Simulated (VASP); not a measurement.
Input of a VASP 6.6.1 run:

Contents of INCAR:

```
  PREC = Accurate
  ENCUT = 520
  EDIFF = 1E-7
  ISMEAR = 0
  SIGMA = 0.1
  LREAL = F
  LASPH = T
  NELM = 60
  ALGO = Normal
  ISIF = 2
  LWAVE = F
  LCHARG = F
  GGA = PS
  NBANDS = 46
```

KPOINTS

```
Automatic mesh
0
Gamma
  10 10 4
```

File POSCAR:

```
NbAs
1.0
    3.4221098942      0.0000000000      0.0000000000
    0.0000000000      3.4221098942      0.0000000000
    0.0000000000      0.0000000000     11.8249432902
Nb As
4 4
Direct
    0.5000000000      0.5000000000      0.9987437889
    0.5000000000      0.0000000000      0.2487437889
    0.0000000000      0.0000000000      0.4987437889
    0.0000000000      0.5000000000      0.7487437889
    0.0000000000      0.0000000000      0.9172562111
    0.0000000000      0.5000000000      0.1672562111
    0.5000000000      0.5000000000      0.4172562111
    0.5000000000      0.0000000000      0.6672562111
```

Potentials or basis: VASP PAW PBE potentials, release 64 (Nb_sv, As).

Launch:

```console
$ cat potpaw_PBE.64/Nb_sv/POTCAR potpaw_PBE.64/As/POTCAR > POTCAR
$ mpirun -np 1 vasp_std > vasp.out
```

(1) Predict the band gap on the k mesh.

(2) Predict the pressure.

Results:

(1) zero (bands 36 and 37 overlap by 0.07 eV).

(2) -1.0 GPa.

Caveat: the cell differs from its parent crystal (uniaxial strain along c: +2.0 %); the PAW data sets were made with another functional, which shifts forces and pressure a little.
